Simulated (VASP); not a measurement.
SnO2:

```xyz
3
Lattice="0.0000 2.6246 2.6246 2.6246 0.0000 2.6246 2.6246 2.6246 0.0000" Properties=species:S:1:pos:R:3 pbc="T T T"
Sn    0.0000    0.0000    0.0000
O     3.9370    3.9370    3.9370
O     1.3123    1.3123    1.3123
```

This cell differs from its parent crystal: volume scaled by 1.06.

Base run:

```yaml
Program: VASP 6.6.1
Functional: PBE
Potentials_or_basis: VASP PAW PBE potentials, release 64 (Sn_d, O)
Cutoff: 520 eV
k_mesh: 9 × 9 × 9
Occupations: fermi-dirac, width 0.05 eV
Spin: no spin polarisation
```

Its results: band gap on the k mesh zero (band 13 reaches 6.49 eV, above the bottom of band 14 at 5.84 eV); pressure -9.4 GPa.

Q: The run is repeated on the same cell with these changes: functional from PBE to PBEsol. What comes out?

A: Band gap on the k mesh zero (band 13 reaches 6.35 eV, above the bottom of band 14 at 5.63 eV); pressure -15.4 GPa.

PBEsol binds more tightly than PBE, so the same cell stands under less pressure.

Caveats: spin-orbit coupling is left out, which moves the levels of the heavy elements; the PAW data sets were made with another functional, which shifts forces and pressure a little (some runs).
